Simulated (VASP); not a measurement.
# AlP in VASP: single point with PBE+D3(BJ)

Aim: the single point of AlP with PBE+D3(BJ).

All numbers are computed with VASP 6.6.1; they aren't measurements. Logs are shortened: lines on timing, memory, paths and dates and some standing lists are left out, and cuts for length are marked.

## (1) The cell of the first run

The cell holds a slab with vacuum, 24 atoms: a = 7.710 Å, b = 7.710 Å, c = 23.082 Å, α = 90.00°, β = 90.00°, γ = 120.00°.

## (2) Single point, PBE+D3(BJ)

Input file INCAR:

```
SYSTEM = AlP
PREC = Accurate
ENCUT = 520
EDIFF = 1E-6
ISMEAR = 0
SIGMA = 0.05
LREAL = Auto
LASPH = .TRUE.
NELM = 60
ALGO = Normal
ISIF = 2
LWAVE = .FALSE.
LCHARG = .FALSE.
LDIPOL = .TRUE.
IDIPOL = 3
DIPOL = 0.5 0.5 0.498
GGA = PE
IVDW = 12
NBANDS = 66
```

Input file KPOINTS:

```
regular mesh
0
G
  3 3 1
  0 0 0
```

Input file POSCAR:

```
AlP
1.0
    7.7102570154      0.0000000000      0.0000000000
   -3.8551285077      6.6772784451      0.0000000000
    0.0000000000      0.0000000000     23.0823233026
P Al
12 12
Direct
    0.5000000000      0.0000000000      0.3465855623
    0.5000000000      0.5000000000      0.3465855623
    0.0000000000      0.0000000000      0.3465855623
    0.0000000000      0.5000000000      0.3465855623
    0.6666666667      0.8333333333      0.4829539514
    0.6666666667      0.3333333333      0.4829539514
    0.1666666667      0.8333333333      0.4829539514
    0.1666666667      0.3333333333      0.4829539514
    0.8333333333      0.6666666667      0.6201485086
    0.8333333333      0.1666666667      0.6201485086
    0.3333333333      0.6666666667      0.6201485086
    0.3333333333      0.1666666667      0.6201485086
    0.1666666667      0.8333333333      0.3806776595
    0.1666666667      0.3333333333      0.3806776595
    0.6666666667      0.8333333333      0.3806776595
    0.6666666667      0.3333333333      0.3806776595
    0.3333333333      0.6666666667      0.5128128303
    0.3333333333      0.1666666667      0.5128128303
    0.8333333333      0.6666666667      0.5128128303
    0.8333333333      0.1666666667      0.5128128303
    0.5000000000      0.5000000000      0.6469190585
    0.5000000000      0.0000000000      0.6469190585
    0.0000000000      0.5000000000      0.6469190585
    0.0000000000      0.0000000000      0.6469190585
```

Potentials or basis: VASP PAW PBE potentials, release 64 (P, Al).

Started as:

```
$ cat potpaw_PBE.64/P/POTCAR potpaw_PBE.64/Al/POTCAR > POTCAR
$ mpirun -np 1 vasp_std > vasp.out
```

OUTCAR:

```text
SYSTEM = AlP
   PREC = Accurate
   ENCUT = 520
   EDIFF = 1E-6
   ISMEAR = 0
   LREAL = Auto
   LASPH = .TRUE.
   NELM = 60
   ISIF = 2
   GGA = PE
   IVDW = 12
 IVDW          = 12

 ion  position               nearest neighbor table
   1  0.500  0.000  0.347-  13 2.36  16 2.36  15 2.36
   2  0.500  0.500  0.347-  14 2.36  15 2.36  16 2.36
   3  0.000  0.000  0.347-  15 2.36  14 2.36  13 2.36
   4  0.000  0.500  0.347-  16 2.36  13 2.36  14 2.36
   5  0.667  0.833  0.483-  19 2.33  17 2.33  20 2.33  15 2.36
   6  0.667  0.333  0.483-  20 2.33  18 2.33  19 2.33  16 2.36
   7  0.167  0.833  0.483-  17 2.33  19 2.33  18 2.33  13 2.36
   8  0.167  0.333  0.483-  18 2.33  20 2.33  17 2.33  14 2.36
   9  0.833  0.667  0.620-  21 2.31  24 2.31  23 2.31  19 2.48
  10  0.833  0.167  0.620-  22 2.31  23 2.31  24 2.31  20 2.48
[... 8 lines left out ...]
  19  0.833  0.667  0.513-   5 2.33   7 2.33   6 2.33   9 2.48
  20  0.833  0.167  0.513-   6 2.33   8 2.33   5 2.33  10 2.48
  21  0.500  0.500  0.647-   9 2.31  12 2.31  11 2.31
  22  0.500  0.000  0.647-  10 2.31  11 2.31  12 2.31
  23  0.000  0.500  0.647-  11 2.31  10 2.31   9 2.31
  24  0.000  0.000  0.647-  12 2.31   9 2.31  10 2.31

  LATTYP: Found a hexagonal cell.
 ALAT       =     7.7102570154
 C/A-ratio  =     2.9937164554

  Lattice vectors:

 A1 = (   7.7102570154,   0.0000000000,   0.0000000000)
 A2 = (  -3.8551285077,   6.6772784451,   0.0000000000)
 A3 = (   0.0000000000,   0.0000000000,  23.0823233026)

Analysis of symmetry for initial positions (statically):
=====================================================================
 Subroutine PRICEL returns following result:

  LATTYP: Found a hexagonal cell.
 ALAT       =     3.8551285077
 C/A-ratio  =     5.9874329109

  Lattice vectors:

 A1 = (   3.8551285077,   0.0000000000,   0.0000000000)
 A2 = (  -1.9275642538,   3.3386392225,   0.0000000000)
 A3 = (   0.0000000000,   0.0000000000,  23.0823233026)

   4 primitive cells build up your supercell.

 Routine SETGRP: Setting up the symmetry group for a
 hexagonal supercell.

 Subroutine GETGRP returns: Found  6 space group operations
 (whereof  6 operations were pure point group operations)
 out of a pool of 24 trial point group operations.

The static configuration has the point symmetry C_3v.

Analysis of symmetry for dynamics (positions and initial velocities):
=====================================================================
 Subroutine PRICEL returns following result:

  LATTYP: Found a hexagonal cell.
 ALAT       =     3.8551285077
 C/A-ratio  =     5.9874329109

  Lattice vectors:

 A1 = (   3.8551285077,   0.0000000000,   0.0000000000)
 A2 = (  -1.9275642538,   3.3386392225,   0.0000000000)
 A3 = (   0.0000000000,   0.0000000000,  23.0823233026)

   4 primitive cells build up your supercell.

 Routine SETGRP: Setting up the symmetry group for a
 hexagonal supercell.

 Subroutine GETGRP returns: Found  6 space group operations
 (whereof  6 operations were pure point group operations)
 out of a pool of 24 trial point group operations.

The dynamic configuration has the point symmetry C_3v.

 Subroutine INISYM returns: Found  6 space group operations
 (whereof  6 operations are pure point group operations),
 and found     4 'primitive' translations

----------------------------------------------------------------------------------------

                                     Primitive cell

  volume of cell :     297.0899

  direct lattice vectors                    reciprocal lattice vectors
     3.855128508  0.000000000  0.000000000     0.259394725  0.149761614  0.000000000
    -1.927564254  3.338639223  0.000000000     0.000000000  0.299523229  0.000000000
     0.000000000  0.000000000 23.082323303     0.000000000  0.000000000  0.043323195

  length of vectors
     3.855128508  3.855128508 23.082323303     0.299523229  0.299523229  0.043323195

  position of ions in fractional coordinates (direct lattice)
     0.000000000  0.000000000  0.346585562
     0.333333333  0.666666667  0.482953951
     0.666666667  0.333333333  0.620148509
     0.333333333  0.666666667  0.380677660
     0.666666667  0.333333333  0.512812830
     0.000000000  0.000000000  0.646919059

  ion indices of the primitive-cell ions
   primitive index   ion index
                 1           1
                 2           5
                 3          12
                 4          15
                 5          18
                 6          22

----------------------------------------------------------------------------------------

 KPOINTS: regular mesh

Automatic generation of k-mesh.
 Grid dimensions read from file:
 generate k-points for:    3    3    1

 Generating k-lattice:

  Cartesian coordinates                     Fractional coordinates (reciprocal lattice)
     0.043232454  0.024960269  0.000000000     0.333333333  0.000000000  0.000000000
     0.000000000  0.049920538  0.000000000     0.000000000  0.333333333  0.000000000
     0.000000000  0.000000000  0.043323195     0.000000000  0.000000000  1.000000000

  Length of vectors
     0.049920538  0.049920538  0.043323195

  Shift w.r.t. Gamma in fractional coordinates (k-lattice)
     0.000000000  0.000000000  0.000000000

 Subroutine IBZKPT returns following result:
 ===========================================

 Found      3 irreducible k-points:

 Following reciprocal coordinates:
            Coordinates               Weight
  0.000000  0.000000  0.000000      1.000000
  0.333333 -0.000000  0.000000      6.000000
  0.333333  0.333333  0.000000      2.000000
   k-points           NKPTS =      3   k-points in BZ     NKDIM =      3   number of bands    NBANDS=     66
   number of dos      NEDOS =    301   number of ions     NIONS =     24
   total plane-waves  NPLWV = 648000
   dimension x,y,z NGX =    60 NGY =   60 NGZ =  180
   dimension x,y,z NGXF=   120 NGYF=  120 NGZF=  360
   ions per type =              12  12
   NGX,Y,Z   is equivalent  to a cutoff of  12.94, 12.94, 12.96 a.u.
   NGXF,Y,Z  is equivalent  to a cutoff of  25.87, 25.87, 25.93 a.u.
 SYSTEM =  AlP
   PREC   = accura    normal or accurate (medium, high low for compatibility)
   ISTART =      0    job   : 0-new  1-cont  2-samecut
   ICHARG =      2    charge: 1-file 2-atom 10-const
   ISPIN  =      1    spin polarized calculation?
   LNONCOLLINEAR =      F non collinear calculations
   LSORBIT =      F    spin-orbit coupling
   LASPH  =      T    aspherical Exc in radial PAW
   ENCUT  =  520.0 eV  38.22 Ry    6.18 a.u.  14.34 14.34 42.92*2*pi/ulx,y,z
   NELM   =     60;   NELMIN=  2; NELMDL= -5     # of ELM steps
   EDIFF  = 0.1E-05   stopping-criterion for ELM
   LREAL  =      T    real-space projection
   EDIFFG = 0.1E-04   stopping-criterion for IOM
   NSW    =      0    number of steps for IOM
   IBRION =     -1    ionic relax: 0-MD 1-quasi-New 2-CG
   NFREE  =      0    steps in history (QN), initial steepest desc. (CG)
   ISIF   =      2    stress and relaxation
   ISYM   =      2    0-nonsym 1-usesym 2-fastsym
   POTIM  = 0.5000    time-step for ionic-motion
   TEBEG  =    0.0;   TEEND  =   0.0 temperature during run
   PSTRESS=    0.0 pullay stress
   NELECT =      96.0000    total number of electrons
   NUPDOWN=      -1.0000    fix difference up-down
   EMIN   =  10.00;   EMAX   =-10.00  energy-range for DOS
   EFERMI =   0.00;   METHOD = LEGACY
   ISMEAR =     0;   SIGMA  =   0.05  broadening in eV -4-tet -1-fermi 0-gaus
   EFERMI_NEDOS =   21; number of points for ismear=-14 and -15
   IALGO  =     38    algorithm
   IMIX   =      4    mixing-type and parameters
     AMIX     =   0.40;   BMIX     =  1.00
     AMIX_MAG =   1.60;   BMIX_MAG =  1.00
  volume/ion in A,a.u.               =      49.51       334.14
  Fermi-wavevector in a.u.,A,eV,Ry     =   0.707700  1.337359  6.814335  0.500840
  Thomas-Fermi vector in A             =   1.793819
   LORBIT       =      0    0 simple, 1 ext, 2 COOP (PROOUT), +10 PAW based schemes
   GGA     = PE    functional components
   LHFCALC =     F    Hartree Fock is set to
   AEXX    =    0.0000 exact exchange contribution
   IVDW    =    12    specifies the selected vdW correction
   LEPSILON=     F    determine dielectric tensor
   LRPA    =     F    only Hartree local field effects (RPA)
 non-spin polarized calculation
 Gauss-broadening in eV      SIGMA  =   0.05
  energy-cutoff  :      520.00
  volume of cell :     1188.36
 maximum number of plane-waves:     32059
 NGX is ok and might be reduce to    60
   NGX = 29   NGY = 29   NGZ = 85

 dipolmoment           0.000000      0.000000      0.021883 electrons x Angstroem

 number of electron      95.9999992 magnetization

 dipolmoment           0.000000      0.000000     -0.879524 electrons x Angstroem

 Free energy of the ion-electron system (eV)
  ---------------------------------------------------
  ext. energy  EPLUGINS =         0.00000000
  ---------------------------------------------------
  free energy    TOTEN  =      -114.01946811 eV

  energy without entropy =     -114.01084530  energy(sigma->0) =     -114.01515671

 E-fermi :  -0.5328     XC(G=0):  -4.4255

 val. band max:       -0.5480187096   @ k =   0.0000   0.0000   0.0000
 cond. band min:      -0.4035401339   @ k =   0.3333  -0.0000   0.0000
 fundamental gap:      0.1444785756
 Fermi energy:        -0.5328395027

 k-point     1 :       0.0000    0.0000    0.0000
  band No.  band energies     occupation
      1     -13.4253      2.00000
      2     -12.2971      2.00000
      3     -12.0270      2.00000
      4     -12.0270      2.00000
      5     -12.0270      2.00000
      6     -11.0503      2.00000
[... 52 lines left out ...]
     59       1.3728      0.00000
     60       1.7674      0.00000

 k-point     2 :       0.3333   -0.0000    0.0000
  band No.  band energies     occupation
      1     -13.1685      2.00000
      2     -12.5080      2.00000
      3     -12.0580      2.00000
      4     -12.0580      2.00000
      5     -12.0525      2.00000
      6     -11.4453      2.00000
[... 52 lines left out ...]
     59       2.0759      0.00000
     60       2.2265      0.00000

 k-point     3 :       0.3333    0.3333    0.0000
  band No.  band energies     occupation
      1     -12.7031      2.00000
      2     -12.7031      2.00000
      3     -12.7031      2.00000
      4     -11.7932      2.00000
      5     -11.6189      2.00000
      6     -11.6189      2.00000
[... 52 lines left out ...]
     59       2.1881      0.00000
     60       2.1881      0.00000
 [bands above 60 left out]

------------------------ aborting loop because EDIFF is reached ----------------------------------------

 vacuum level on the upper side and lower side of the slab       (xc-potential included)        -1.625         1.391

 Edisp (eV)   -5.80847

 E8    (eV) :    -2.4873

  FORCE on cell =-STRESS in cart. coord.  units (eV):
  Direction    XX          YY          ZZ          XY          YZ          ZX
  --------------------------------------------------------------------------------------
  -------------------------------------------------------------------------------------
  Total       0.36420     0.36420     4.70557     0.00000     0.00000     0.00000
  in kB       0.49103     0.49103     6.34418     0.00000     0.00000     0.00000
  external pressure =        2.44 kB  Pullay stress =        0.00 kB

 VOLUME and BASIS-vectors are now :
 -----------------------------------------------------------------------------
  energy-cutoff  :      520.00
  volume of cell :     1188.36
      direct lattice vectors                 reciprocal lattice vectors
     7.710257015  0.000000000  0.000000000     0.129697363  0.074880807  0.000000000
    -3.855128508  6.677278445  0.000000000     0.000000000  0.149761614  0.000000000
     0.000000000  0.000000000 23.082323303     0.000000000  0.000000000  0.043323195

 POSITION                                       TOTAL-FORCE (eV/Angst)
 -----------------------------------------------------------------------------------
      3.85513      0.00000      8.00000         0.000000      0.000000      0.376223
      1.92756      3.33864      8.00000         0.000000      0.000000      0.376223
      0.00000      0.00000      8.00000         0.000000      0.000000      0.376223
     -1.92756      3.33864      8.00000         0.000000      0.000000      0.376223
      1.92756      5.56440     11.14770         0.000000      0.000000      0.611551
      3.85513      2.22576     11.14770        -0.000000     -0.000000      0.611551
[... 16 lines left out ...]
     -1.92756      3.33864     14.93239         0.000000     -0.000000     -0.008849
      0.00000      0.00000     14.93239         0.000000      0.000000     -0.008849
 -----------------------------------------------------------------------------------
    total drift:                                0.000000     -0.000000      0.015621

  FREE ENERGIE OF THE ION-ELECTRON SYSTEM (eV)
  ---------------------------------------------------
  free  energy   TOTEN  =      -119.8279429307 eV

  energy  without entropy=     -119.8193201126  energy(sigma->0) =     -119.82363152

 vacuum level on the upper side and lower side of the slab         2.541         5.628
```

It took 15 min on 1 thread of AMD EPYC 7R13 (Zen 3), shared host; peak memory 1.1 GiB.

Results:

```yaml
Free_energy: -119.8279 eV
Largest_force: 0.995 eV/Å
Band_gap_on_the_k_mesh: zero (filled and empty bands touch)
Dispersion_energy_per_atom: -0.242 eV
```

Forces on the atoms (eV/Å):
```
P    0.000  0.000  0.376
P    0.000  0.000  0.376
P    0.000  0.000  0.376
P    0.000  0.000  0.376
P    0.000  0.000  0.612
P    0.000  0.000  0.612
P    0.000  0.000  0.612
P    0.000  0.000  0.612
P    0.000  0.000  0.020
P    0.000  0.000  0.020
P    0.000  0.000  0.020
P    0.000  0.000  0.020
Al   0.000  0.000 -0.995
Al   0.000  0.000 -0.995
Al   0.000  0.000 -0.995
Al   0.000  0.000 -0.995
Al   0.000  0.000 -0.004
Al   0.000  0.000 -0.004
Al   0.000  0.000 -0.004
Al   0.000  0.000 -0.004
Al   0.000  0.000 -0.009
Al   0.000  0.000 -0.009
Al   0.000  0.000 -0.009
Al   0.000  0.000 -0.009
```

Levels at points of the mesh, in eV from the Fermi level:
| k point | band 45 | band 46 | band 47 | band 48 | band 49 | band 50 | band 51 | band 52 |
| --- | --- | --- | --- | --- | --- | --- | --- | --- |
| (0.00, 0.00, 0.00) | -0.34 | -0.34 | -0.02 | -0.02 | -0.02 | 0.16 | 0.16 | 0.48 |
